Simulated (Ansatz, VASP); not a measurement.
# VO2 in VASP and in Ansatz

```
V O
1.0
     4.46162    0.00000    0.00000
     0.00000    4.46162    0.00000
     0.00000    0.00000    2.79456
V O
2 4
Direct
  0.00000 0.00000 0.00000
  0.50000 0.50000 0.50000
  0.29779 0.29779 0.00000
  0.20221 0.79779 0.50000
  0.70221 0.70221 0.00000
  0.79779 0.20221 0.50000
```

Change from the starting cell: volume scaled by 0.94, ions relaxed.

Alike in both runs: functional PBE; k mesh 10 × 10 × 16; occupations fermi-dirac, width 0.05 eV; collinear spin.

Ansatz relaxed the structure, and its values are those at the end. VASP's run is a single point on that final structure, the one shown.

```csv
,VASP,Ansatz
version,VASP 6.6.1,Ansatz 0.2.0
potentials or method,"VASP PAW PBE potentials, release 64 (V_sv, O)","plane-wave PAW, scalar-relativistic"
plane-wave cutoff (eV),600,420
valence electrons in the cell,50,50
```

VASP gave:

- pressure (GPa): 19.5
- rms of the force components (eV/Å): 0.012
- net moment per atom (μB): 0.33
- size of the moment on the site where the two differ most (μB): 1.02

Q: Which values does Ansatz return?

A: Pressure (GPa): 18.7; rms of the force components (eV/Å): 0.001; net moment per atom (μB): 0.33; size of the moment on the site where the two differ most (μB): 0.79.

Site moments also hang on the region over which each program counts them. With one functional, cell and mesh, what is left measures potentials, basis and numerics. Ansatz's warnings: stress scf threshold loose.
